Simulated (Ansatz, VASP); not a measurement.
# SnO in VASP and in Ansatz

```xyz
2
Lattice="0.0000 2.7082 2.7082 2.7082 0.0000 2.7082 2.7082 2.7082 0.0000" Properties=species:S:1:pos:R:3 pbc="T T T"
Sn    0.0000    0.0000    0.0000
O     1.3541    1.3541    1.3541
```

Alike in both runs: task single point; functional r2SCAN; k mesh 8 × 8 × 8; occupations fermi-dirac, width 0.02 eV; no spin polarisation.

|  | VASP | Ansatz |
| --- | --- | --- |
| version | VASP 6.6.1 | Ansatz 0.2.0 |
| potentials or method | VASP PAW PBE potentials, release 64 (Sn_d, O) | plane waves, PAW |
| plane-wave cutoff (eV) | 520 | 500 |
| valence electrons in the cell | 20 | 20 |

|  | VASP | Ansatz | Ansatz less VASP |
| --- | --- | --- | --- |
| pressure (GPa) | 0.3 | 0.0 | -0.31 |

VASP's potentials were made for PBE, not for r2SCAN. With one functional, cell and mesh, what is left measures potentials, basis and numerics.
